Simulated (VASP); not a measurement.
# MgSi2N2 (R-3m) in VASP: a series of runs

The runs below take MgSi2N2 through single point, relaxation of cell and atoms, with PBE.

All numbers are computed with VASP 6.6.1; they aren't measurements. Logs are shortened: lines on timing, memory, paths and dates and some standing lists are left out, and cuts for length are marked.

### Step 1. The cell of the first run

It takes space group R-3m (No. 166, trigonal). Conventional cell: a = 6.077 Å, b = 6.077 Å, c = 7.144 Å, α = 90.00°, β = 90.00°, γ = 120.00°. Mg (site symmetry -3m) has 2 N at 1.77 Å within 2.3 Å. Si (site symmetry 3m) has 1 N at 1.10 Å and 1 Si at 1.41 Å within 1.5 Å. Within 1.5 Å of N (site symmetry 3m) lie 1 Si at 1.10 Å.

### Step 2. Single point, PBE

File INCAR:

```
SYSTEM = MgSi2N2
  ALGO = Normal
  EDIFF = 1E-6
  ENCUT = 520
  GGA = PE
  ISIF = 2
  ISMEAR = 0
  LASPH = .True.
  LCHARG = .False.
  LREAL = .False.
  LWAVE = .False.
  NBANDS = 18
  NELM = 80
  PREC = Accurate
  SIGMA = 0.1
```

File KPOINTS:

```
k-points
0
Gamma
  6 6 6
  0 0 0
```

File POSCAR:

```
MgSi2N2
1.0
    3.0383096800      1.7541689100      2.3812288100
   -3.0383096800      1.7541689100      2.3812288100
    0.0000000000     -3.5083378200      2.3812288100
Mg Si N
1 2 2
Direct
    0.0000000000      0.0000000000      0.0000000000
    0.5984006400      0.5984006400      0.5984006400
    0.4015993600      0.4015993600      0.4015993600
    0.2474819700      0.2474819700      0.2474819700
    0.7525180300      0.7525180300      0.7525180300
```

Potentials or basis: VASP PAW PBE potentials, release 64 (Mg, Si, N).

Started as:

```sh
> cat potpaw_PBE.64/Mg/POTCAR potpaw_PBE.64/Si/POTCAR potpaw_PBE.64/N/POTCAR > POTCAR
> mpirun -np 1 vasp_std > vasp.out
```

OUTCAR:

```text
SYSTEM = MgSi2N2
   EDIFF = 1E-6
   ENCUT = 520
   GGA = PE
   ISIF = 2
   ISMEAR = 0
   LASPH = .True.
   LREAL = .False.
   NELM = 80
   PREC = Accurate

 ion  position               nearest neighbor table
   1  0.000  0.000  0.000-   4 1.77   5 1.77   2 2.87   3 2.87
   2  0.598  0.598  0.598-   5 1.10   3 1.41   1 2.87
   3  0.402  0.402  0.402-   4 1.10   2 1.41   1 2.87
   4  0.247  0.247  0.247-   3 1.10   1 1.77
   5  0.753  0.753  0.753-   2 1.10   1 1.77

 -----------------------------------------------------------------------------
|                                                                             |
|           W    W    AA    RRRRR   N    N  II  N    N   GGGG   !!!           |
|           W    W   A  A   R    R  NN   N  II  NN   N  G    G  !!!           |
|           W    W  A    A  R    R  N N  N  II  N N  N  G       !!!           |
|           W WW W  AAAAAA  RRRRR   N  N N  II  N  N N  G  GGG   !            |
|           WW  WW  A    A  R   R   N   NN  II  N   NN  G    G                |
|           W    W  A    A  R    R  N    N  II  N    N   GGGG   !!!           |
|                                                                             |
|     The distance between some ions is very small. Please check the          |
|     nearest-neighbor list in the OUTCAR file.                               |
|     I HOPE YOU KNOW WHAT YOU ARE DOING!                                     |
|                                                                             |
 -----------------------------------------------------------------------------

  LATTYP: Found a trigonal (rhomboedric) cell.
 ALAT       =     4.2401279370
 COS(alpha) =    -0.0269189044

  Lattice vectors:

 A1 = (   3.0383096800,   1.7541689100,   2.3812288100)
 A2 = (  -3.0383096800,   1.7541689100,   2.3812288100)
 A3 = (   0.0000000000,  -3.5083378200,   2.3812288100)

Analysis of symmetry for initial positions (statically):
=====================================================================
 Subroutine PRICEL returns:
 Original cell was already a primitive cell.

 Routine SETGRP: Setting up the symmetry group for a
 trigonal (rhombohedral) supercell.

 Subroutine GETGRP returns: Found 12 space group operations
 (whereof 12 operations were pure point group operations)
 out of a pool of 12 trial point group operations.

The static configuration has the point symmetry D_3d.

Analysis of symmetry for dynamics (positions and initial velocities):
=====================================================================
 Subroutine PRICEL returns:
 Original cell was already a primitive cell.

 Routine SETGRP: Setting up the symmetry group for a
 trigonal (rhombohedral) supercell.

 Subroutine GETGRP returns: Found 12 space group operations
 (whereof 12 operations were pure point group operations)
 out of a pool of 12 trial point group operations.

The dynamic configuration has the point symmetry D_3d.

 Subroutine INISYM returns: Found 12 space group operations
 (whereof 12 operations are pure point group operations),
 and found     1 'primitive' translations

----------------------------------------------------------------------------------------

                                     Primitive cell

  volume of cell :      76.1475

  direct lattice vectors                    reciprocal lattice vectors
     3.038309680  1.754168910  2.381228810     0.164565187  0.095011755  0.139983748
    -3.038309680  1.754168910  2.381228810    -0.164565187  0.095011755  0.139983748
     0.000000000 -3.508337820  2.381228810     0.000000000 -0.190023510  0.139983748

  length of vectors
     4.240127937  4.240127937  4.240127935     0.236017762  0.236017762  0.236017762

  position of ions in fractional coordinates (direct lattice)
     0.000000000  0.000000000  0.000000000
     0.598400640  0.598400640  0.598400640
     0.401599360  0.401599360  0.401599360
     0.247481970  0.247481970  0.247481970
     0.752518030  0.752518030  0.752518030

  ion indices of the primitive-cell ions
   primitive index   ion index
                 1           1
                 2           2
                 3           3
                 4           4
                 5           5

----------------------------------------------------------------------------------------

 KPOINTS: k-points

Automatic generation of k-mesh.
 Grid dimensions read from file:
 generate k-points for:    6    6    6

 Generating k-lattice:

  Cartesian coordinates                     Fractional coordinates (reciprocal lattice)
     0.027427531  0.015835292  0.023330625     0.166666667 -0.000000000 -0.000000000
    -0.027427531  0.015835292  0.023330625    -0.000000000  0.166666667 -0.000000000
     0.000000000 -0.031670585  0.023330625    -0.000000000 -0.000000000  0.166666667

  Length of vectors
     0.039336294  0.039336294  0.039336294

  Shift w.r.t. Gamma in fractional coordinates (k-lattice)
     0.000000000  0.000000000  0.000000000

 Subroutine IBZKPT returns following result:
 ===========================================

 Found     32 irreducible k-points:

 Following reciprocal coordinates:
            Coordinates               Weight
  0.000000  0.000000  0.000000      1.000000
  0.166667 -0.000000  0.000000      6.000000
  0.333333  0.000000  0.000000      6.000000
  0.500000  0.000000 -0.000000      3.000000
  0.166667  0.166667  0.000000      6.000000
  0.333333  0.166667  0.000000     12.000000
[... 16 lines left out ...]
  0.500000  0.500000  0.166667      6.000000
 -0.333333  0.500000  0.166667     12.000000
 [... further k-points ...]
   k-points           NKPTS =     32   k-points in BZ     NKDIM =     32   number of bands    NBANDS=     18
   number of dos      NEDOS =    301   number of ions     NIONS =      5
   total plane-waves  NPLWV =  32768
   dimension x,y,z NGX =    32 NGY =   32 NGZ =   32
   dimension x,y,z NGXF=    64 NGYF=   64 NGZF=   64
   ions per type =               1   2   2
   NGX,Y,Z   is equivalent  to a cutoff of  12.55, 12.55, 12.55 a.u.
   NGXF,Y,Z  is equivalent  to a cutoff of  25.09, 25.09, 25.09 a.u.
 SYSTEM =  MgSi2N2
   PREC   = accura    normal or accurate (medium, high low for compatibility)
   ISTART =      0    job   : 0-new  1-cont  2-samecut
   ICHARG =      2    charge: 1-file 2-atom 10-const
   ISPIN  =      1    spin polarized calculation?
   LNONCOLLINEAR =      F non collinear calculations
   LSORBIT =      F    spin-orbit coupling
   LASPH  =      T    aspherical Exc in radial PAW
   ENCUT  =  520.0 eV  38.22 Ry    6.18 a.u.   7.88  7.88  7.88*2*pi/ulx,y,z
   NELM   =     80;   NELMIN=  2; NELMDL= -5     # of ELM steps
   EDIFF  = 0.1E-05   stopping-criterion for ELM
   LREAL  =      F    real-space projection
   EDIFFG = 0.1E-04   stopping-criterion for IOM
   NSW    =      0    number of steps for IOM
   IBRION =     -1    ionic relax: 0-MD 1-quasi-New 2-CG
   NFREE  =      0    steps in history (QN), initial steepest desc. (CG)
   ISIF   =      2    stress and relaxation
   ISYM   =      2    0-nonsym 1-usesym 2-fastsym
   POTIM  = 0.5000    time-step for ionic-motion
   TEBEG  =    0.0;   TEEND  =   0.0 temperature during run
   PSTRESS=    0.0 pullay stress
   NELECT =      20.0000    total number of electrons
   NUPDOWN=      -1.0000    fix difference up-down
   EMIN   =  10.00;   EMAX   =-10.00  energy-range for DOS
   EFERMI =   0.00;   METHOD = LEGACY
   ISMEAR =     0;   SIGMA  =   0.10  broadening in eV -4-tet -1-fermi 0-gaus
   EFERMI_NEDOS =   21; number of points for ismear=-14 and -15
   IALGO  =     38    algorithm
   IMIX   =      4    mixing-type and parameters
     AMIX     =   0.40;   BMIX     =  1.00
     AMIX_MAG =   1.60;   BMIX_MAG =  1.00
  volume/ion in A,a.u.               =      15.23       102.77
  Fermi-wavevector in a.u.,A,eV,Ry     =   1.048414  1.981216 14.955147  1.099172
  Thomas-Fermi vector in A             =   2.183335
   LORBIT       =      0    0 simple, 1 ext, 2 COOP (PROOUT), +10 PAW based schemes
   GGA     = PE    functional components
   LHFCALC =     F    Hartree Fock is set to
   AEXX    =    0.0000 exact exchange contribution
   IVDW    =     0    specifies the selected vdW correction
   LEPSILON=     F    determine dielectric tensor
   LRPA    =     F    only Hartree local field effects (RPA)
 non-spin polarized calculation
 Gauss-broadening in eV      SIGMA  =   0.10
  energy-cutoff  :      520.00
  volume of cell :       76.15
 maximum number of plane-waves:      2065
   NGX = 15   NGY = 15   NGZ = 15

 number of electron      19.9999992 magnetization

 Free energy of the ion-electron system (eV)
  ---------------------------------------------------
  ext. energy  EPLUGINS =         0.00000000
  ---------------------------------------------------
  free energy    TOTEN  =        18.12329727 eV

  energy without entropy =       18.12787842  energy(sigma->0) =       18.12558784

 E-fermi :   3.6114     XC(G=0):  -8.8100

 val. band max:        3.5027040743   @ k =  -0.3333  -0.3333   0.1667
 cond. band min:       3.6912974340   @ k =   0.3333   0.0000   0.0000
 fundamental gap:      0.1885933597
 Fermi energy:         3.6113686831

 k-point     1 :       0.0000    0.0000    0.0000
  band No.  band energies     occupation
      1     -12.3653      2.00000
      2     -11.0979      2.00000
      3      -4.0435      2.00000
      4      -0.8006      2.00000
      5      -0.8006      2.00000
      6      -0.2472      2.00000
[... 10 lines left out ...]
     17      12.3178      0.00000
     18      12.7068      0.00000

 k-point     2 :       0.1667   -0.0000    0.0000
  band No.  band energies     occupation
      1     -12.3016      2.00000
      2     -11.1462      2.00000
      3      -4.0605      2.00000
      4      -1.1393      2.00000
      5      -0.7437      2.00000
      6      -0.5321      2.00000
[... 10 lines left out ...]
     17      12.0913      0.00000
     18      12.8340      0.00000
[... 442 lines left out ...]
 k-point    24 :      -0.3333    0.5000    0.1667
  band No.  band energies     occupation
      1     -11.9366      2.00000
      2     -11.3204      2.00000
      3      -4.3938      2.00000
      4      -2.1649      2.00000
      5      -1.2685      2.00000
      6      -0.5358      2.00000
[... 10 lines left out ...]
     17      12.8423      0.00000
     18      13.8162      0.00000

 [... further k-points ...]

------------------------ aborting loop because EDIFF is reached ----------------------------------------

  FORCE on cell =-STRESS in cart. coord.  units (eV):
  Direction    XX          YY          ZZ          XY          YZ          ZX
  --------------------------------------------------------------------------------------
  -------------------------------------------------------------------------------------
  Total       -0.6649867     -0.6649867    289.7365318      0.0000000      0.0000000      0.0000000
  in kB      -13.9916112    -13.9916112   6096.1832609      0.0000000      0.0000000      0.0000000
  external PRESSURE =    2022.7333462 kB  Pullay stress =       0.0000000 kB

 VOLUME and BASIS-vectors are now :
 -----------------------------------------------------------------------------
  energy-cutoff  :      520.00
  volume of cell :       76.15
      direct lattice vectors                 reciprocal lattice vectors
     3.038309680  1.754168910  2.381228810     0.164565187  0.095011755  0.139983748
    -3.038309680  1.754168910  2.381228810    -0.164565187  0.095011755  0.139983748
     0.000000000 -3.508337820  2.381228810     0.000000000 -0.190023510  0.139983748

 POSITION                                       TOTAL-FORCE (eV/Angst)
 -----------------------------------------------------------------------------------
      0.00000      0.00000      0.00000         0.000000      0.000000     -0.000000
      0.00000      0.00000      4.27479         0.000000     -0.000000    -27.695743
      0.00000      0.00000      2.86890         0.000000      0.000000     27.695743
      0.00000      0.00000      1.76793         0.000000     -0.000000    -83.127818
      0.00000      0.00000      5.37575         0.000000     -0.000000     83.127818
 -----------------------------------------------------------------------------------
    total drift:                               -0.000000      0.000000     -0.000000

  FREE ENERGIE OF THE ION-ELECTRON SYSTEM (eV)
  ---------------------------------------------------
  free  energy   TOTEN  =        18.1232972678 eV

  energy  without entropy=       18.1278784157  energy(sigma->0) =       18.12558784
```

It took 28 s on 1 thread of Intel Xeon Platinum 8259CL at 2.50GHz (Skylake/Cascade Lake), shared host; peak memory 0.2 GiB.

Results:

```yaml
Free_energy: 18.1233 eV
Pressure: 202.3 GPa
Largest_force: 83.128 eV/Å
Band_gap_on_the_k_mesh: zero (band 10 reaches 4.20 eV, above the bottom of band 11 at 2.89 eV)
```

Forces on the atoms (eV/Å):
```
Mg    0.000   0.000   0.000
Si    0.000   0.000 -27.696
Si    0.000   0.000  27.696
N     0.000   0.000 -83.128
N     0.000   0.000  83.128
```

Levels at points of the mesh, in eV from the Fermi level:
```tsv
k point	band 7	band 8	band 9	band 10	band 11	band 12	band 13	band 14
(0.00, 0.00, 0.00)	-3.86	-3.60	-2.94	-0.72	-0.72	2.88	7.08	7.08
(0.50, 0.00, 0.00)	-4.01	-3.87	-1.98	-0.60	0.28	4.11	4.59	4.74
(0.50, 0.50, 0.00)	-3.54	-3.18	-2.71	-0.48	0.65	3.74	4.74	5.50
(0.50, 0.50, 0.50)	-4.28	-4.18	-1.75	0.59	0.59	4.29	4.50	4.50
```

Caveat: forces of over 1 eV/Å act on the atoms, so gaps and moduli don't describe the material at rest.

### Step 3. Single point, PBE

This run uses another cell than the first one, of 20.72 Å³/atom, 1.361 times its volume.

File INCAR:

```
PREC = Accurate
ENCUT = 520
EDIFF = 1E-6
ISMEAR = 0
SIGMA = 0.1
LREAL = F
LASPH = T
NELM = 100
ALGO = Normal
ISIF = 2
LWAVE = F
LCHARG = T
GGA = PE
LELF = T
LVHAR = T
NBANDS = 18
```

File KPOINTS:

```
Automatic mesh
0
Gamma
  6 6 6
```

File POSCAR:

```
MgSi2N2
1.0
    2.9475596534      1.7017743594      3.4427595529
   -2.9475596534      1.7017743594      3.4427595529
    0.0000000000     -3.4035487187      3.4427595529
Mg Si N
1 2 2
Direct
    0.0000000000      0.0000000000      0.0000000000
    0.6562974751      0.6562974751      0.6562974751
    0.3437025249      0.3437025249      0.3437025249
    0.1894126348      0.1894126348      0.1894126348
    0.8105873652      0.8105873652      0.8105873652
```

Potentials or basis: VASP PAW PBE potentials, release 64 (Mg, Si, N).

Started as:

```sh
> cat potpaw_PBE.64/Mg/POTCAR potpaw_PBE.64/Si/POTCAR potpaw_PBE.64/N/POTCAR > POTCAR
> mpirun -np 1 vasp_std > vasp.out
```

Wall time 40 s (1 thread of Intel Xeon Platinum 8259CL at 2.50GHz (Skylake/Cascade Lake), shared host); peak memory 0.23 GiB.

Results (log left out):

```
Free energy            : -26.4181 eV
Pressure               : 0.4 GPa
Largest force          : 0.101 eV/Å
Band gap on the k mesh : 1.65 eV, indirect (least direct gap 1.68 eV)
```

Forces on the atoms (eV/Å):
```
Mg   0.000  0.000  0.000
Si   0.000  0.000 -0.080
Si   0.000  0.000  0.080
N    0.000  0.000 -0.101
N    0.000  0.000  0.101
```

Stress tensor (GPa, compression positive):
```
0.23 0.00 0.00
0.00 0.23 0.00
0.00 0.00 0.61
```

Levels at points of the mesh, in eV from the valence-band top:
```csv
k point,band 6,band 7,band 8,band 9,band 10,band 11,band 12,band 13,band 14,band 15
"(0.00, 0.00, 0.00)",-1.99,-1.99,-0.34,-0.34,0.00,1.68,1.68,2.68,2.68,3.52
"(0.50, 0.00, 0.00)",-2.52,-1.33,-1.28,-0.73,-0.18,1.71,2.51,3.30,4.19,6.18
"(0.50, 0.50, 0.00)",-2.34,-1.34,-0.89,-0.61,-0.44,2.31,2.92,2.93,4.78,5.30
"(0.50, 0.50, 0.50)",-1.90,-1.87,-1.87,-1.59,-0.46,2.87,2.87,4.38,4.38,5.29
```

A k mesh can miss the band edges.

### Step 4. Single point, PBE

This run uses another cell than the first one, of 22.23 Å³/atom, 1.459 times its volume.

File INCAR:

```
ALGO     = Normal         # electronic algorithm
EDIFF    = 1E-7           # SCF threshold, eV
ENCUT    = 520            # plane-wave cutoff, eV
GGA      = PE             # functional
ISIF     = 2              # what is computed and relaxed
ISMEAR   = 0              # smearing method
LASPH    = T              # aspherical terms in the spheres
LCHARG   = T              # write CHGCAR
LELF     = T              # ELF
LREAL    = F              # projectors in reciprocal space
LVHAR    = T            
LWAVE    = F              # write WAVECAR
NBANDS   = 18             # bands
NELM     = 100            # most SCF steps
PREC     = Accurate       # precision mode
SIGMA    = 0.02           # smearing width, eV
```

File KPOINTS:

```
k-points
0
Gamma
  6 6 6
```

File POSCAR:

```
MgSi2N2
1.0
    3.0374484125      1.7536716586      3.4770111083
   -3.0374484125      1.7536716586      3.4770111083
    0.0000000000     -3.5073433172      3.4770111083
Mg Si N
1 2 2
Direct
    0.0000000000      0.0000000000      0.0000000000
    0.6605986425      0.6605986425      0.6605986425
    0.3394013575      0.3394013575      0.3394013575
    0.1868715912      0.1868715912      0.1868715912
    0.8131284088      0.8131284088      0.8131284088
```

Started as:

```sh
> cat potpaw_PBE.64/Mg/POTCAR potpaw_PBE.64/Si/POTCAR potpaw_PBE.64/N/POTCAR > POTCAR
> mpirun -np 1 vasp_std > vasp.out
```

Run time: 64 s. Hardware: 1 thread of Intel Xeon Platinum 8259CL at 2.50GHz (Skylake/Cascade Lake), shared host; peak memory 0.27 GiB.

Results (log left out):

| Property | Result |
| --- | --- |
| Free energy | -26.4243 eV |
| Pressure | 0.1 GPa |
| Largest force | 0.079 eV/Å |
| Band gap on the k mesh | 1.84 eV, indirect (least direct gap 1.89 eV) |

Forces in eV/Å, atoms in the order of the input:
```
Mg   0.000  0.000  0.000
Si   0.000  0.000 -0.071
Si   0.000  0.000  0.071
N    0.000  0.000 -0.079
N    0.000  0.000  0.079
```

Stress tensor (GPa, compression positive):
```
-0.04  0.00  0.00
 0.00 -0.04  0.00
 0.00  0.00  0.27
```

Levels at points of the mesh, in eV from the valence-band top:
| k point | band 8 | band 9 | band 10 | band 11 | band 12 | band 13 |
| --- | --- | --- | --- | --- | --- | --- |
| (0.00, 0.00, 0.00) | -0.27 | -0.27 | 0.00 | 1.96 | 1.96 | 2.84 |
| (0.50, 0.00, 0.00) | -1.04 | -0.64 | -0.19 | 1.84 | 2.60 | 3.51 |
| (0.50, 0.50, 0.00) | -0.77 | -0.55 | -0.37 | 2.50 | 3.02 | 3.03 |
| (0.50, 0.50, 0.50) | -1.61 | -1.38 | -0.47 | 2.92 | 2.92 | 4.53 |

### Step 5. Single point, PBE

This run uses another cell than the first one, of 22.23 Å³/atom, 1.459 times its volume.

File INCAR:

```
SYSTEM = MgSi2N2
PREC = Accurate ; ENCUT = 520
EDIFF = 1E-6 ; ISMEAR = 0
SIGMA = 0.02 ; LREAL = .FALSE.
LASPH = .TRUE. ; NELM = 100
ALGO = Normal ; ISIF = 2
LWAVE = .FALSE. ; LCHARG = .TRUE.
GGA = PE ; LELF = .TRUE.
LVHAR = .TRUE. ; NBANDS = 18
```

File KPOINTS:

```
regular mesh
0
G
  6 6 6
  0 0 0
```

POSCAR is that of step 4.

Started as:

```sh
> cat potpaw_PBE.64/Mg/POTCAR potpaw_PBE.64/Si/POTCAR potpaw_PBE.64/N/POTCAR > POTCAR
> mpirun -np 1 vasp_std > vasp.out
```

Run time: 61 s. Hardware: 1 thread of Intel Xeon Platinum 8259CL at 2.50GHz (Skylake/Cascade Lake), shared host; peak memory 0.27 GiB.

Results (log left out):

| Property | Result |
| --- | --- |
| Free energy | -26.4243 eV |
| Pressure | 0.0 GPa |
| Largest force | 0.079 eV/Å |
| Band gap on the k mesh | 1.84 eV, indirect (least direct gap 1.89 eV) |

Forces in eV/Å, atoms in the order of the input:
```
Mg   0.000  0.000  0.000
Si   0.000  0.000 -0.073
Si   0.000  0.000  0.073
N    0.000  0.000 -0.079
N    0.000  0.000  0.079
```

Stress tensor (GPa, compression positive):
```
-0.06  0.00  0.00
 0.00 -0.06  0.00
 0.00  0.00  0.27
```

Levels at points of the mesh, in eV from the valence-band top:
```
           k point  band 7  band 8  band 9  band 10  band 11  band 12  band 13  band 14
(0.00, 0.00, 0.00)   -1.73   -0.27   -0.27     0.00     1.96     1.96     2.84     2.84
(0.50, 0.00, 0.00)   -1.14   -1.04   -0.64    -0.19     1.84     2.60     3.51     4.38
(0.50, 0.50, 0.00)   -1.18   -0.77   -0.55    -0.37     2.50     3.02     3.03     4.89
(0.50, 0.50, 0.50)   -1.61   -1.61   -1.38    -0.47     2.92     2.92     4.53     4.53
```

A k mesh can miss the band edges. PBE gaps usually lie below the measured ones, often by a third to a half.

[end of part 1 of 2]
